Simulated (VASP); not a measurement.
Wanted: the native input for a VASP 6.6.1 run.

- Task: single point
- Functional: PBE
- Potentials or basis: VASP PAW PBE potentials, release 64 (Ru_pv)
- Cutoff: 520 eV
- k mesh: 14 × 14 × 8
- Occupations: fermi-dirac, width 0.03 eV
- Spin: no spin polarisation
- Dipole correction: no
- Further INCAR settings: ALGO = Normal; EDIFF = 1e-06; NBANDS = 21

The structure of Ru lies in POSCAR:

```
Ru
1.0
    2.7057993342      0.0000000000      0.0000000000
   -1.3528996671      2.3432909610      0.0000000000
    0.0000000000      0.0000000000      4.1534430000
Ru
2
Direct
    0.3333333333      0.6666666667      0.2500000000
    0.6666666667      0.3333333333      0.7500000000
```

This cell differs from its parent crystal: zz strain of -3 %.

These files were run (other wordings do the same):

INCAR

```
SYSTEM = Ru
PREC = Accurate
ENCUT = 520
EDIFF = 1E-6
ISMEAR = -1
SIGMA = 0.03
LREAL = .False.
LASPH = .True.
NELM = 80
ALGO = Normal
ISIF = 2
LWAVE = .False.
LCHARG = .False.
GGA = PE
NBANDS = 21
```

KPOINTS

```
regular mesh
0
Gamma
  14 14 8
  0 0 0
```

Potentials or basis: VASP PAW PBE potentials, release 64 (Ru_pv).

Launch:

```sh
$ cat potpaw_PBE.64/Ru_pv/POTCAR > POTCAR
$ mpirun -np 1 vasp_std > vasp.out
```

It gave:

```yaml
Pressure: 16.3 GPa
Band_gap_on_the_k_mesh: zero (bands 14 and 15 overlap by 3.38 eV)
```

Caveat: the cell differs from its parent crystal (zz strain of -3 %); the stress differs along the axes, from 11 to 26 GPa.

Run time: 56 s on 1 thread of Intel Xeon 8259CL, with other jobs on the host, peak memory 0.17 GiB.
